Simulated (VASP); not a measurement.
Input of a VASP 6.6.1 run:

Contents of INCAR:

```
PREC = Accurate
ENCUT = 520
EDIFF = 1E-6
ISMEAR = -1
SIGMA = 0.05
LREAL = False
LASPH = True
NELM = 150
ALGO = Normal
ISIF = 2
LWAVE = False
LCHARG = False
ISPIN = 2
MAGMOM = 1 0
LORBIT = 11
NUPDOWN = 1.0
GGA = PE
IVDW = 13
NBANDS = 20
```

The input KPOINTS:

```
Automatic mesh
0
Gamma
  8 8 8
```

POSCAR

```
CdSe
1.0
    0.0000000000      3.0287759606      3.0287759606
    3.0287759606      0.0000000000      3.0287759606
    3.0287759606      3.0287759606      0.0000000000
Cd Se
1 1
Direct
    0.0000000000      0.0000000000      0.0000000000
    0.2500000000      0.2500000000      0.2500000000
```

Potentials or basis: VASP PAW PBE potentials, release 64 (Cd, Se).

Launch:

```bash
$ cat potpaw_PBE.64/Cd/POTCAR potpaw_PBE.64/Se/POTCAR > POTCAR
$ mpirun -np 1 vasp_std > vasp.out
```

Problem. Estimate the pressure.

Solution. 5.8 GPa.

Problem. Estimate the dispersion energy per atom.

Solution. -0.328 eV.

Caveat: the cell stands under pressure; the total moment is fixed, so each spin has its own Fermi level.
